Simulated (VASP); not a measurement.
## Ca3B5: relaxation of cell and atoms with PBE

Crystal: Ca3B5.

```xyz
8
Lattice="4.5667 0.0000 0.0000 -2.2834 3.9549 0.0000 0.0000 0.0000 6.6407" Properties=species:S:1:pos:R:3 pbc="T T T"
Ca    0.0000    0.0000    4.4537
Ca    0.0000    0.0000    2.1870
Ca    0.0000    0.0000    0.0000
B     0.0000    2.6366    0.0000
B     2.2834    1.3183    0.0000
B     2.2740    0.0000    3.3204
B    -1.1370    1.9694    3.3204
B     1.1463    1.9855    3.3204
```

The cell was built from a structure type or drawn by symmetry, and may not be a known phase.

* Program: VASP 6.6.1
* Task: relaxation of cell and atoms
* Functional: PBE
* Potentials or basis: VASP PAW PBE potentials, release 64 (Ca_sv, B)
* Cutoff: 600 eV
* k mesh: 6 × 6 × 4
* Occupations: gaussian, width 0.1 eV
* Spin: no spin polarisation
* Dipole correction: no
* Further INCAR settings: ALGO = Normal; EDIFF = 1e-06; IBRION = 2; EDIFFG = -0.04; NSW = 90; ISIF = 3

```
Relaxed volume                        : 15.83 Å³/atom
Relaxed cell                          : a = 3.793 Å, b = 3.793 Å, c = 10.164 Å, α = 90.00°, β = 90.00°, γ = 120.00°
Space group after relaxing (to 0.1 Å) : P6/mmm (No. 191)
Energy gained by relaxing             : 1278.5 meV/atom
Ionic steps                           : 16
Pressure after relaxing               : 0.1 GPa
Largest force after relaxing          : 0.023 eV/Å
Band gap on the k mesh                : zero (an odd number of electrons rules out a gap without spin polarisation)
```

Forces on the atoms (eV/Å):
```
Ca   0.000  0.000  0.023
Ca   0.000  0.000 -0.023
Ca   0.000  0.000  0.000
B    0.000  0.000  0.000
B    0.000  0.000  0.000
B    0.001  0.000  0.000
B    0.000  0.000  0.000
B    0.000  0.000  0.000
```

Stress tensor (GPa, compression positive):
```
0.05 0.00 0.00
0.00 0.05 0.00
0.00 0.00 0.24
```

Step by step:
```tsv
step	energy change (eV)	largest force (eV/Å)	pressure (GPa)	volume (Å³)
1	0.0000	0.4027	5.46	119.94
2	-6.0734	2.6533	0.79	126.33
3	-9.5280	2.6006	7.14	126.94
4	-9.4363	2.2942	10.05	126.00
5	-9.6020	0.6300	-6.37	156.12
6	-10.0111	0.3984	-0.63	141.12
7	-10.0115	0.4382	-0.41	140.70
8	-10.0113	0.4669	-0.25	140.39
9	-10.0506	0.4825	-0.24	138.66
10	-10.1426	0.5379	-0.19	133.40
11	-10.0883	0.3727	0.40	122.72
12	-10.1640	0.6145	-0.01	129.83
13	-10.2036	0.3958	-0.13	128.72
14	-10.2274	0.0336	-0.24	126.90
15	-10.2275	0.0093	-0.22	127.02
16	-10.2284	0.0226	0.11	126.65
```

Final structure:
```xyz
8
Lattice="3.7932 0.0000 0.0000 -1.8966 3.2850 0.0000 0.0000 0.0000 10.1642" Properties=species:S:1:pos:R:3 pbc="T T T"
Ca    0.0000    0.0000    7.0349
Ca    0.0000    0.0000    3.1293
Ca    0.0000    0.0000    0.0000
B     0.0000    2.1900    0.0000
B     1.8966    1.0950    0.0000
B     0.0000    3.2850    5.0821
B     2.8449    1.6425    5.0821
B     0.9483    1.6425    5.0821
```

Levels at points of the mesh, in eV from the Fermi level:
| k point | band 18 | band 19 | band 20 | band 21 | band 22 | band 23 | band 24 | band 25 | band 26 | band 27 |
| --- | --- | --- | --- | --- | --- | --- | --- | --- | --- | --- |
| (0.00, 0.00, 0.00) | -3.75 | -3.07 | -2.59 | -2.59 | -1.31 | -0.06 | -0.06 | 0.68 | 0.92 | 1.72 |
| (0.50, 0.00, 0.00) | -3.63 | -3.03 | -2.70 | -1.93 | -1.37 | 0.47 | 0.89 | 0.98 | 1.60 | 1.99 |
| (0.00, 0.00, 0.50) | -3.75 | -3.48 | -2.59 | -2.59 | -0.20 | -0.06 | -0.06 | -0.01 | 0.68 | 1.74 |
| (0.50, 0.00, 0.50) | -3.63 | -3.02 | -2.71 | -1.84 | -1.38 | -0.12 | 0.90 | 1.65 | 1.68 | 1.96 |

It took 9.2 min on 1 thread of Oxide Virtual Turin-like Processor (shared host), peak memory 0.27 GiB.

Caveat: a cell axis changed by over 15 % at a fixed basis, so the end point is rough.
